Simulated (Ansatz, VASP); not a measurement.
Two plane-wave programs on MgO

File INCAR:

```
PREC = Accurate
ENCUT = 520
EDIFF = 1E-6
ISMEAR = -1
SIGMA = 0.02
LREAL = False
LASPH = True
NELM = 60
ALGO = Normal
ISIF = 2
LWAVE = False
LCHARG = False
GGA = PE
NBANDS = 16
```

Contents of KPOINTS:

```
regular mesh
0
Gamma
  12 12 6
```

POSCAR

```
MgO
1.0
    3.3704226849      0.0000000000      0.0000000000
   -1.6852113425      2.9188716666      0.0000000000
    0.0000000000      0.0000000000      5.1602252909
Mg O
2 2
Direct
    0.3333333333      0.6666666667     -0.0089108249
    0.6666666667      0.3333333333      0.4910891751
    0.3333333333      0.6666666667      0.3839108249
    0.6666666667      0.3333333333      0.8839108249
```

Input for Ansatz:

```yaml
crystal:
  lattice:
    - [3.3704226849, 0.0, 0.0]
    - [-1.6852113425, 2.9188716666, 0.0]
    - [0.0, 0.0, 5.1602252909]
  atoms:
    - { symbol: Mg, position: [0.3333333333, 0.6666666667, -0.0089108249] }
    - { symbol: Mg, position: [0.6666666667, 0.3333333333, 0.4910891751] }
    - { symbol: O, position: [0.3333333333, 0.6666666667, 0.3839108249] }
    - { symbol: O, position: [0.6666666667, 0.3333333333, 0.8839108249] }
kpoints:
  mp_grid: { grid: [12, 12, 6] }
  band_path:
    path:
      - [0.0, 0.0, 0.0]
      - [0.5, 0.0, 0.0]
      - [0.3333333333, 0.3333333333, 0.0]
      - [0.0, 0.0, 0.5]
      - [0.5, 0.0, 0.5]
      - [0.3333333333, 0.3333333333, 0.5]
    npoints: 1
hamiltonian:
  xc: pbe
scf:
  occupations: { method: fermi_dirac, width: 0.02 }
  n_extra_bands: 5
output:
  forces: true
  stress: true
  eigenvalues: true
```

Change from the starting cell: hydrostatic strain +2.5%.

Alike in both runs: task single point; functional PBE; k mesh 12 × 12 × 6; occupations fermi-dirac, width 0.02 eV; no spin polarisation.

|  | VASP | Ansatz |
| --- | --- | --- |
| version | VASP 6.6.1 | Ansatz 0.2.0 |
| potentials or method | VASP PAW PBE potentials, release 64 (Mg, O) | plane waves, PAW |
| plane-wave cutoff (eV) | 520 | 420 |
| valence electrons in the cell | 16 | 32 |

```csv
,VASP,Ansatz,Ansatz less VASP
gap on the k mesh at the Fermi level (eV),3.16,3.18,+0.019
pressure (GPa),-4.8,-4.4,+0.42
"traceless stress, the component that is largest in VASP (GPa)",1.11,1.07,-0.036
rms of the force components (eV/Å),0.009,0.009,+0.0001
```

Atom by atom the forces differ by 0.000 eV/Å (rms over components). The functional is the same, so the differences come from potentials, cutoffs and numerics. VASP's potentials hold 16 valence electrons a cell and Ansatz's 32, so a difference there can come from the potentials and not from the codes.
